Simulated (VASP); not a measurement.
# GaN (GaN (P6_3mc)) (P6_3mc) in VASP: notebook

The runs below take GaN (GaN (P6_3mc)) through single point, with PBE.

All numbers are computed with VASP 6.6.1; they aren't measurements. Logs are shortened: lines on timing, memory, paths and dates and some standing lists are left out, and cuts for length are marked.

### Step 1. The cell of the first run

Symmetry: P6_3mc, No. 186, hexagonal system. The conventional cell has a = 3.219 Å, b = 3.219 Å, c = 5.244 Å, α = 90.00°, β = 90.00°, γ = 120.00°. Ga (site symmetry 3m) has 4 N at 1.97 to 1.98 Å within 2.6 Å. Within 2.6 Å of N (site symmetry 3m) lie 4 Ga at 1.97 to 1.98 Å.

### Step 2. Single point, PBE

INCAR reads:

```
SYSTEM = GaN
PREC = Accurate
ENCUT = 520
EDIFF = 1E-6
ISMEAR = 0
SIGMA = 0.01
LREAL = Auto
LASPH = .TRUE.
NELM = 100
ALGO = Normal
ISIF = 2
LWAVE = .FALSE.
LCHARG = .FALSE.
GGA = PE
NBANDS = 86
ISYM = 0
```

KPOINTS reads:

```
Automatic mesh
0
Gamma
  1 1 2
  0.25 0.25 0.25
```

POSCAR reads:

```
GaN
1.0
    6.4372426900      0.0000000000      0.0000000000
   -3.2186213500      5.5748157000      0.0000000000
    0.0000000000      0.0000000000      5.2435339950
Ga N
8 8
Direct
    0.3333333350      0.1666666650      0.4991368700
    0.1666666650      0.3333333350      0.9991368700
    0.3333333350      0.6666666650      0.4991368700
    0.1666666650      0.8333333350      0.9991368700
    0.8333333350      0.1666666650      0.4991368700
    0.6666666650      0.3333333350      0.9991368700
    0.8333333350      0.6666666650      0.4991368700
    0.6666666650      0.8333333350      0.9991368700
    0.3333333350      0.1666666650      0.8758631300
    0.1666666650      0.3333333350      0.3758631300
    0.3333333350      0.6666666650      0.8758631300
    0.1666666650      0.8333333350      0.3758631300
    0.8333333350      0.1666666650      0.8758631300
    0.6666666650      0.3333333350      0.3758631300
    0.8333333350      0.6666666650      0.8758631300
    0.6666666650      0.8333333350      0.3758631300
```

Potentials or basis: VASP PAW PBE potentials, release 64 (Ga_d, N).

The run is started by

```
$ cat potpaw_PBE.64/Ga_d/POTCAR potpaw_PBE.64/N/POTCAR > POTCAR
$ mpirun -np 1 vasp_std > vasp.out
```

OUTCAR:

```text
SYSTEM = GaN
   PREC = Accurate
   ENCUT = 520
   EDIFF = 1E-6
   ISMEAR = 0
   LREAL = Auto
   LASPH = .TRUE.
   NELM = 100
   ISIF = 2
   GGA = PE
   ISYM = 0

 ion  position               nearest neighbor table
   1  0.333  0.167  0.499-  14 1.97  12 1.97  10 1.97   9 1.98
   2  0.167  0.333  0.999-  13 1.97  11 1.97   9 1.97  10 1.98
   3  0.333  0.667  0.499-  16 1.97  10 1.97  12 1.97  11 1.98
   4  0.167  0.833  0.999-  15 1.97   9 1.97  11 1.97  12 1.98
   5  0.833  0.167  0.499-  10 1.97  16 1.97  14 1.97  13 1.98
   6  0.667  0.333  0.999-   9 1.97  15 1.97  13 1.97  14 1.98
[... 8 lines left out ...]
  15  0.833  0.667  0.876-   4 1.97   6 1.97   8 1.97   7 1.98
  16  0.667  0.833  0.376-   3 1.97   5 1.97   7 1.97   8 1.98

IMPORTANT INFORMATION: All symmetrisations will be switched off!
NOSYMM: (Re-)initialisation of all symmetry stuff for point group C_1.

----------------------------------------------------------------------------------------

                                     Primitive cell

  volume of cell :     188.1718

  direct lattice vectors                    reciprocal lattice vectors
     6.437242690  0.000000000  0.000000000     0.155346015  0.089689064  0.000000000
    -3.218621350  5.574815700  0.000000000     0.000000000  0.179378127  0.000000000
     0.000000000  0.000000000  5.243533995     0.000000000  0.000000000  0.190711074

  length of vectors
     6.437242690  6.437242693  5.243533995     0.179378127  0.179378127  0.190711074

  position of ions in fractional coordinates (direct lattice)
     0.333333335  0.166666665  0.499136870
     0.166666665  0.333333335  0.999136870
     0.333333335  0.666666665  0.499136870
     0.166666665  0.833333335  0.999136870
     0.833333335  0.166666665  0.499136870
     0.666666665  0.333333335  0.999136870
[... 8 lines left out ...]
     0.833333335  0.666666665  0.875863130
     0.666666665  0.833333335  0.375863130

  ion indices of the primitive-cell ions
   primitive index   ion index
                 1           1
                 2           2
                 3           3
                 4           4
                 5           5
                 6           6
[... 8 lines left out ...]
                15          15
                16          16

----------------------------------------------------------------------------------------

 KPOINTS: Automatic mesh

Automatic generation of k-mesh.
 Grid dimensions read from file:
 generate k-points for:    1    1    2

 Generating k-lattice:

  Cartesian coordinates                     Fractional coordinates (reciprocal lattice)
     0.155346015  0.089689064  0.000000000     1.000000000 -0.000000000  0.000000000
     0.000000000  0.179378127  0.000000000     0.000000000  1.000000000  0.000000000
     0.000000000  0.000000000  0.095355537     0.000000000  0.000000000  0.500000000

  Length of vectors
     0.179378127  0.179378127  0.095355537

  Shift w.r.t. Gamma in fractional coordinates (k-lattice)
     0.250000000  0.250000000  0.250000000

 Subroutine IBZKPT returns following result:
 ===========================================

 Found     12 irreducible k-points:

 Following reciprocal coordinates:
            Coordinates               Weight
  0.250000  0.250000  0.125000      2.000000
 -0.250000  0.500000  0.125000      2.000000
  0.500000  0.250000  0.125000      2.000000
 -0.250000 -0.250000  0.125000      2.000000
  0.250000  0.500000  0.125000      2.000000
  0.500000 -0.250000  0.125000      2.000000
  0.250000  0.250000 -0.375000      2.000000
 -0.250000  0.500000 -0.375000      2.000000
  0.500000  0.250000 -0.375000      2.000000
 -0.250000 -0.250000 -0.375000      2.000000
  0.250000  0.500000 -0.375000      2.000000
  0.500000 -0.250000 -0.375000      2.000000
   k-points           NKPTS =     12   k-points in BZ     NKDIM =     12   number of bands    NBANDS=     86
   number of dos      NEDOS =    301   number of ions     NIONS =     16
   total plane-waves  NPLWV =  92160
   dimension x,y,z NGX =    48 NGY =   48 NGZ =   40
   dimension x,y,z NGXF=    96 NGYF=   96 NGZF=   80
   ions per type =               8   8
   NGX,Y,Z   is equivalent  to a cutoff of  12.40, 12.40, 12.68 a.u.
   NGXF,Y,Z  is equivalent  to a cutoff of  24.79, 24.79, 25.36 a.u.
 SYSTEM =  GaN
   PREC   = accura    normal or accurate (medium, high low for compatibility)
   ISTART =      0    job   : 0-new  1-cont  2-samecut
   ICHARG =      2    charge: 1-file 2-atom 10-const
   ISPIN  =      1    spin polarized calculation?
   LNONCOLLINEAR =      F non collinear calculations
   LSORBIT =      F    spin-orbit coupling
   LASPH  =      T    aspherical Exc in radial PAW
   ENCUT  =  520.0 eV  38.22 Ry    6.18 a.u.  11.97 11.97  9.75*2*pi/ulx,y,z
   NELM   =    100;   NELMIN=  2; NELMDL= -5     # of ELM steps
   EDIFF  = 0.1E-05   stopping-criterion for ELM
   LREAL  =      T    real-space projection
   EDIFFG = 0.1E-04   stopping-criterion for IOM
   NSW    =      0    number of steps for IOM
   IBRION =     -1    ionic relax: 0-MD 1-quasi-New 2-CG
   NFREE  =      0    steps in history (QN), initial steepest desc. (CG)
   ISIF   =      2    stress and relaxation
   ISYM   =      0    0-nonsym 1-usesym 2-fastsym
   POTIM  = 0.5000    time-step for ionic-motion
   TEBEG  =    0.0;   TEEND  =   0.0 temperature during run
   PSTRESS=    0.0 pullay stress
   NELECT =     144.0000    total number of electrons
   NUPDOWN=      -1.0000    fix difference up-down
   EMIN   =  10.00;   EMAX   =-10.00  energy-range for DOS
   EFERMI =   0.00;   METHOD = LEGACY
   ISMEAR =     0;   SIGMA  =   0.01  broadening in eV -4-tet -1-fermi 0-gaus
   EFERMI_NEDOS =   21; number of points for ismear=-14 and -15
   IALGO  =     38    algorithm
   IMIX   =      4    mixing-type and parameters
     AMIX     =   0.40;   BMIX     =  1.00
     AMIX_MAG =   1.60;   BMIX_MAG =  1.00
  volume/ion in A,a.u.               =      11.76        79.37
  Fermi-wavevector in a.u.,A,eV,Ry     =   1.497422  2.829717 30.507965  2.242272
  Thomas-Fermi vector in A             =   2.609312
   LORBIT       =      0    0 simple, 1 ext, 2 COOP (PROOUT), +10 PAW based schemes
   GGA     = PE    functional components
   LHFCALC =     F    Hartree Fock is set to
   AEXX    =    0.0000 exact exchange contribution
   IVDW    =     0    specifies the selected vdW correction
   LEPSILON=     F    determine dielectric tensor
   LRPA    =     F    only Hartree local field effects (RPA)
 non-spin polarized calculation
 Gauss-broadening in eV      SIGMA  =   0.01
  energy-cutoff  :      520.00
  volume of cell :      188.17
 maximum number of plane-waves:      5074
   NGX = 23   NGY = 23   NGZ = 19

 number of electron     143.9999825 magnetization

 Free energy of the ion-electron system (eV)
  ---------------------------------------------------
  ext. energy  EPLUGINS =         0.00000000
  ---------------------------------------------------
  free energy    TOTEN  =       -99.25541915 eV

  energy without entropy =      -99.25541915  energy(sigma->0) =      -99.25541915

 E-fermi :   4.5208     XC(G=0): -11.5305

 val. band max:        4.4046882508   @ k =   0.2500   0.5000   0.1250
 cond. band min:       8.9125523556   @ k =   0.2500   0.2500   0.1250
 fundamental gap:      4.5078641048
 Fermi energy:         4.5207522296

 k-point     1 :       0.2500    0.2500    0.1250
  band No.  band energies     occupation
      1     -10.3796      2.00000
      2     -10.0951      2.00000
      3     -10.0951      2.00000
      4      -9.8693      2.00000
      5      -9.8579      2.00000
      6      -9.8166      2.00000
[... 76 lines left out ...]
     83      12.4673      0.00000
     84      12.7155      0.00000

 k-point     2 :      -0.2500    0.5000    0.1250
  band No.  band energies     occupation
      1     -10.3796      2.00000
      2     -10.0951      2.00000
      3     -10.0951      2.00000
      4      -9.8693      2.00000
      5      -9.8579      2.00000
      6      -9.8166      2.00000
[... 76 lines left out ...]
     83      12.4673      0.00000
     84      12.7147      0.00000

 k-point     3 :       0.5000    0.2500    0.1250
  band No.  band energies     occupation
      1     -10.3796      2.00000
      2     -10.0951      2.00000
      3     -10.0951      2.00000
      4      -9.8693      2.00000
      5      -9.8579      2.00000
      6      -9.8166      2.00000
[... 76 lines left out ...]
     83      12.4681      0.00000
     84      12.7258      0.00000

 k-point     4 :      -0.2500   -0.2500    0.1250
  band No.  band energies     occupation
      1     -10.3796      2.00000
      2     -10.0951      2.00000
      3     -10.0951      2.00000
      4      -9.8693      2.00000
      5      -9.8579      2.00000
      6      -9.8166      2.00000
[... 76 lines left out ...]
     83      12.4735      0.00000
     84      12.7295      0.00000

 k-point     5 :       0.2500    0.5000    0.1250
  band No.  band energies     occupation
      1     -10.3796      2.00000
      2     -10.0951      2.00000
      3     -10.0951      2.00000
      4      -9.8693      2.00000
      5      -9.8579      2.00000
      6      -9.8166      2.00000
[... 76 lines left out ...]
     83      12.4686      0.00000
     84      12.7179      0.00000

 k-point     6 :       0.5000   -0.2500    0.1250
  band No.  band energies     occupation
      1     -10.3796      2.00000
      2     -10.0951      2.00000
      3     -10.0951      2.00000
      4      -9.8693      2.00000
      5      -9.8579      2.00000
      6      -9.8166      2.00000
[... 76 lines left out ...]
     83      12.4693      0.00000
     84      12.7313      0.00000

 k-point     7 :       0.2500    0.2500   -0.3750
  band No.  band energies     occupation
      1     -10.1660      2.00000
      2      -9.9653      2.00000
      3      -9.9652      2.00000
      4      -9.9519      2.00000
      5      -9.8509      2.00000
      6      -9.8508      2.00000
[... 76 lines left out ...]
     83      12.2136      0.00000
     84      12.2148      0.00000

 k-point     8 :      -0.2500    0.5000   -0.3750
  band No.  band energies     occupation
      1     -10.1660      2.00000
      2      -9.9653      2.00000
      3      -9.9652      2.00000
      4      -9.9519      2.00000
      5      -9.8508      2.00000
      6      -9.8508      2.00000
[... 76 lines left out ...]
     83      12.2136      0.00000
     84      12.2137      0.00000

 k-point     9 :       0.5000    0.2500   -0.3750
  band No.  band energies     occupation
      1     -10.1660      2.00000
      2      -9.9653      2.00000
      3      -9.9652      2.00000
      4      -9.9519      2.00000
      5      -9.8508      2.00000
      6      -9.8508      2.00000
[... 76 lines left out ...]
     83      12.2135      0.00000
     84      12.2145      0.00000

 k-point    10 :      -0.2500   -0.2500   -0.3750
  band No.  band energies     occupation
      1     -10.1660      2.00000
      2      -9.9653      2.00000
      3      -9.9652      2.00000
      4      -9.9519      2.00000
      5      -9.8509      2.00000
      6      -9.8508      2.00000
[... 76 lines left out ...]
     83      12.2135      0.00000
     84      12.2136      0.00000

 k-point    11 :       0.2500    0.5000   -0.3750
  band No.  band energies     occupation
      1     -10.1660      2.00000
      2      -9.9653      2.00000
      3      -9.9652      2.00000
      4      -9.9519      2.00000
      5      -9.8508      2.00000
      6      -9.8508      2.00000
[... 76 lines left out ...]
     83      12.2135      0.00000
     84      12.2136      0.00000

 k-point    12 :       0.5000   -0.2500   -0.3750
  band No.  band energies     occupation
      1     -10.1660      2.00000
      2      -9.9653      2.00000
      3      -9.9652      2.00000
      4      -9.9519      2.00000
      5      -9.8508      2.00000
      6      -9.8508      2.00000
[... 76 lines left out ...]
     83      12.2135      0.00000
     84      12.2136      0.00000
 [bands above 84 left out]

------------------------ aborting loop because EDIFF is reached ----------------------------------------

  FORCE on cell =-STRESS in cart. coord.  units (eV):
  Direction    XX          YY          ZZ          XY          YZ          ZX
  --------------------------------------------------------------------------------------
  -------------------------------------------------------------------------------------
  Total       -2.1636928     -2.1632471      1.4419309     -0.0000453      0.0001153     -0.0000587
  in kB      -18.4226325    -18.4188381     12.2772340     -0.0003858      0.0009814     -0.0004997
  external PRESSURE =      -8.1880789 kB  Pullay stress =       0.0000000 kB

 VOLUME and BASIS-vectors are now :
 -----------------------------------------------------------------------------
  energy-cutoff  :      520.00
  volume of cell :      188.17
      direct lattice vectors                 reciprocal lattice vectors
     6.437242690  0.000000000  0.000000000     0.155346015  0.089689064  0.000000000
    -3.218621350  5.574815700  0.000000000     0.000000000  0.179378127  0.000000000
     0.000000000  0.000000000  5.243533995     0.000000000  0.000000000  0.190711074

 POSITION                                       TOTAL-FORCE (eV/Angst)
 -----------------------------------------------------------------------------------
      1.60931      0.92914      2.61724        -0.000010     -0.000077     -0.061313
     -0.00000      1.85827      5.23901         0.000023     -0.000030     -0.061275
      0.00000      3.71654      2.61724        -0.000093      0.000032     -0.061286
     -1.60931      4.64568      5.23901         0.000111     -0.000001     -0.061222
      4.82793      0.92914      2.61724         0.000013     -0.000018     -0.061342
      3.21862      1.85827      5.23901        -0.000033     -0.000092     -0.061346
[... 8 lines left out ...]
      3.21862      3.71654      4.59262        -0.000226     -0.000234      0.061685
      1.60931      4.64568      1.97085        -0.000228      0.000236      0.061085
 -----------------------------------------------------------------------------------
    total drift:                                0.000170      0.000347      0.009741

  FREE ENERGIE OF THE ION-ELECTRON SYSTEM (eV)
  ---------------------------------------------------
  free  energy   TOTEN  =       -99.2554191514 eV

  energy  without entropy=      -99.2554191514  energy(sigma->0) =      -99.25541915
```

Wall time 3.7 min (1 thread of Intel Xeon Platinum 8488C (Sapphire Rapids), shared host); peak memory 0.34 GiB.

What came out:

```
Free energy            : -99.2554 eV
Pressure               : -0.8 GPa
Largest force          : 0.062 eV/Å
Band gap on the k mesh : 4.51 eV
```

Forces on the atoms (eV/Å):
```
Ga   0.000  0.000 -0.061
Ga   0.000  0.000 -0.061
Ga   0.000  0.000 -0.061
Ga   0.000  0.000 -0.061
Ga   0.000  0.000 -0.061
Ga   0.000  0.000 -0.061
Ga   0.000  0.000 -0.061
Ga   0.000  0.000 -0.061
N    0.000  0.000  0.061
N    0.000  0.000  0.062
N    0.000  0.000  0.061
N    0.000  0.000  0.061
N    0.000  0.000  0.061
N    0.000  0.000  0.061
N    0.000  0.000  0.062
N    0.000  0.000  0.061
```

Stress tensor (GPa, compression positive):
```
-1.84  0.00  0.00
 0.00 -1.84  0.00
 0.00  0.00  1.23
```

Caveat: the k points lie up to 1.13 Å⁻¹ apart.

(Part 1 of 2 ends here.)
